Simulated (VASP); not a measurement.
Runs of VASP 6.6.1 on SnSe. The structure is that of space group I4/mmm (No. 139), or close to it. The cells are those of the table. 

```csv
cell,gap on the mesh (eV),pressure (GPa)
"a = 4.204, b = 4.419, c = 4.419 Å, angles 56.8, 61.6, 61.6°, 2 atoms",(a),(b)
"a = 4.204, b = 3.999, c = 3.999 Å, angles 63.4, 58.3, 58.3°, 2 atoms",0.36,9.5
"a = 4.204, b = 4.392, c = 4.392 Å, angles 57.2, 61.4, 61.4°, 2 atoms",0.49,-3.1
"a = 4.204, b = 4.050, c = 4.050 Å, angles 62.5, 58.7, 58.7°, 2 atoms",0.50,6.3
"a = 4.204, b = 4.100, c = 4.100 Å, angles 61.7, 59.2, 59.2°, 2 atoms",0.63,3.7
```

Alike in all rows: task single point; level PBEsol; potentials or basis VASP PAW PBE potentials, release 64 (Sn_d, Se); no spin polarisation; k mesh 8 × 8 × 8; cutoff (eV) 520; smearing gaussian 0.05 eV.

Q: Fill in the values left out.

A: (a) 0.44; (b) -3.3.

Caveats: the PAW data sets were made with another functional, which shifts forces and pressure a little; spin-orbit coupling is left out, which moves the levels of the heavy elements.

A k mesh can miss the band edges, and the runs leave out spin-orbit coupling on Se, Sn.
